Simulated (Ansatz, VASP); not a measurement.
Si2Ge: VASP beside Ansatz

The input INCAR:

```
SYSTEM = Si2Ge
PREC = Accurate
ENCUT = 520
EDIFF = 1E-6
ISMEAR = 0
SIGMA = 0.1
LREAL = .FALSE.
LASPH = .TRUE.
NELM = 100
ALGO = Normal
ISIF = 2
LWAVE = .FALSE.
LCHARG = .FALSE.
GGA = PE
NBANDS = 56
```

File KPOINTS:

```
regular mesh
0
G
  4 2 2
  0 0 0
```

The input POSCAR:

```
Si2Ge
1.0
    3.9278646565      0.0000000000      0.0000000000
    0.0000000001      6.8032611503      0.0000000000
    0.0000000000      0.0000000000      9.6193461379
Si Ge
8 4
Direct
    0.0000000000      0.0000000000      0.3774609496
    0.5000000000      0.5000000000      0.3774609496
    1.0000000000      0.3333333333      0.0394605081
    0.5000000000      0.8333333333      0.0394605081
    0.0000000000      0.0000000000      0.6225390504
    0.5000000000      0.5000000000      0.6225390504
    0.5000000000      0.1666666667      0.9605394919
    1.0000000000      0.6666666667      0.9605394919
    0.5000000000      0.1666666667      0.7080470854
    1.0000000000      0.6666666667      0.7080470854
    1.0000000000      0.3333333333      0.2919529146
    0.5000000000      0.8333333333      0.2919529146
```

Input for Ansatz:

```yaml
crystal:
  lattice:
    - [3.9278646565, 0.0, 0.0]
    - [1.0e-10, 6.8032611503, 0.0]
    - [0.0, 0.0, 9.6193461379]
  atoms:
    - { symbol: Si, position: [0.0, 0.0, 0.3774609496] }
    - { symbol: Si, position: [0.5, 0.5, 0.3774609496] }
    - { symbol: Si, position: [1.0, 0.3333333333, 0.0394605081] }
    - { symbol: Si, position: [0.5, 0.8333333333, 0.0394605081] }
    - { symbol: Si, position: [0.0, 0.0, 0.6225390504] }
    - { symbol: Si, position: [0.5, 0.5, 0.6225390504] }
    - { symbol: Si, position: [0.5, 0.1666666667, 0.9605394919] }
    - { symbol: Si, position: [1.0, 0.6666666667, 0.9605394919] }
    - { symbol: Ge, position: [0.5, 0.1666666667, 0.7080470854] }
    - { symbol: Ge, position: [1.0, 0.6666666667, 0.7080470854] }
    - { symbol: Ge, position: [1.0, 0.3333333333, 0.2919529146] }
    - { symbol: Ge, position: [0.5, 0.8333333333, 0.2919529146] }
basis:
  ecutwfc: 420
kpoints:
  mp_grid: { grid: [4, 2, 2] }
hamiltonian:
  xc: pbe
scf:
  occupations: { method: gaussian, width: 0.1 }
  lower_state_search: "off"
output:
  forces: true
  stress: true
  eigenvalues: true
```

Alike in both runs: task single point; functional PBE; k mesh 4 × 2 × 2; occupations gaussian, width 0.1 eV; no spin polarisation.

|  | VASP | Ansatz |
| --- | --- | --- |
| version | VASP 6.6.1 | Ansatz 0.2.0 |
| potentials or method | VASP PAW PBE potentials, release 64 (Si, Ge_d), cutoff 520 eV | scalar-relativistic, plane waves, PAW |
| valence electrons in the cell | 88 | 88 |

Ansatz gave:

* gap on the k mesh at the Fermi level (eV): 0.73
* least direct gap on the mesh (eV): 0.73
* pressure (GPa): 0.0
* traceless stress, the component that is largest in VASP (GPa): 0.86
* rms of the force components (eV/Å): 0.021

Q: What did VASP give for the same quantities?

A: gap on the k mesh at the Fermi level (eV): 0.73; least direct gap on the mesh (eV): 0.73; pressure (GPa): -0.1; traceless stress, the component that is largest in VASP (GPa): 0.85; rms of the force components (eV/Å): 0.020.

Atom by atom the forces differ by 0.000 eV/Å (rms over components). With one functional, cell and mesh, what is left measures potentials, basis and numerics.

The k mesh is coarse, so the values compare programs but aren't converged.
